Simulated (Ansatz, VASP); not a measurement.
**One calculation of SnO2, two programs**

INCAR

```
PREC = Accurate
ENCUT = 520
EDIFF = 1E-7
ISMEAR = 0
SIGMA = 0.05
LREAL = F
LASPH = T
NELM = 80
ALGO = Normal
ISIF = 2
LWAVE = F
LCHARG = F
GGA = PE
NBANDS = 35
```

File KPOINTS:

```
Automatic mesh
0
Gamma
  8 8 8
```

File POSCAR:

```
SnO2
1.0
    0.0000000000     -4.0001372224      0.0000000000
    4.0001372224      0.0000000000      0.0000000000
   -2.0000686112      2.0000686112      5.1236788559
Sn O
2 4
Direct
    0.7500000000      0.2500000000      0.5000000000
    0.0000000000      0.0000000000      0.0000000000
    0.7965225900      0.7965225900      0.5930451800
    0.9534774100      0.4534774100      0.9069548200
    0.2034774100      0.2034774100      0.4069548200
    0.5465225900      0.0465225900      0.0930451800
```

Input for Ansatz:

```yaml
crystal:
  lattice:
    - [0.0, -4.0001372224, 0.0]
    - [4.0001372224, 0.0, 0.0]
    - [-2.0000686112, 2.0000686112, 5.1236788559]
  atoms:
    - { symbol: Sn, position: [0.75, 0.25, 0.5] }
    - { symbol: Sn, position: [0.0, 0.0, 0.0] }
    - { symbol: O, position: [0.79652259, 0.79652259, 0.59304518] }
    - { symbol: O, position: [0.95347741, 0.45347741, 0.90695482] }
    - { symbol: O, position: [0.20347741, 0.20347741, 0.40695482] }
    - { symbol: O, position: [0.54652259, 0.04652259, 0.09304518] }
basis:
  ecutwfc: 500
  fft_grid_basis: typed
kpoints:
  mp_grid: { grid: [8, 8, 8] }
hamiltonian:
  xc: pbe
scf:
  occupations: { method: gaussian, width: 0.05 }
output:
  forces: true
  stress: true
  eigenvalues: true
  bader: true
  write_density: true
  volumetric_format: npy
  elf: true
```

Alike in both runs: task single point; functional PBE; k mesh 8 × 8 × 8; occupations gaussian, width 0.05 eV; no spin polarisation.

|  | VASP | Ansatz |
| --- | --- | --- |
| version | VASP 6.6.1 | Ansatz 0.2.0 |
| potentials or method | VASP PAW PBE potentials, release 64 (Sn_d, O), cutoff 520 eV | scalar-relativistic, plane waves, PAW |
| valence electrons in the cell | 52 | 52 |

VASP gave:

| Quantity | Value |
| --- | --- |
| gap on the k mesh at the Fermi level (eV) | 1.64 |
| pressure (GPa) | 6.5 |
| traceless stress, the component that is largest in VASP (GPa) | -0.17 |
| rms of the force components (eV/Å) | 0.031 |

Which values does Ansatz return?

gap on the k mesh at the Fermi level (eV): 1.65; pressure (GPa): 5.8; traceless stress, the component that is largest in VASP (GPa): -0.33; rms of the force components (eV/Å): 0.018.

Atom by atom the forces differ by 0.013 eV/Å (rms over components).
